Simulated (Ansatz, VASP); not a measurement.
## One calculation of Te, two programs

```
CELL_PARAMETERS angstrom
2.25469 1.30174 1.85726
-2.25469 1.30174 1.85726
0.00000 -2.60349 1.85726
ATOMIC_POSITIONS crystal
Te 0.50000 0.50000 0.50000
```

Alike in both runs: task single point; functional PBE; k mesh 15 × 15 × 15; occupations gaussian, width 0.15 eV; no spin polarisation.

|  | VASP | Ansatz |
| --- | --- | --- |
| version | VASP 6.6.1 | Ansatz 0.2.0 |
| potentials or method | VASP PAW PBE potentials, release 64 (Te), cutoff 520 eV | scalar-relativistic, plane waves, PAW |
| valence electrons in the cell | 6 | 16 |

```csv
,VASP,Ansatz,Ansatz less VASP
gap on the k mesh at the Fermi level (eV),none,none,-
pressure (GPa),0.0,0.0,+0.05
```

A gap of «none» marks a metal or a gap that the smearing closes. VASP's potentials hold 6 valence electrons a cell and Ansatz's 16, so a difference there can come from the potentials and not from the codes.

Neither program's run includes spin-orbit coupling.
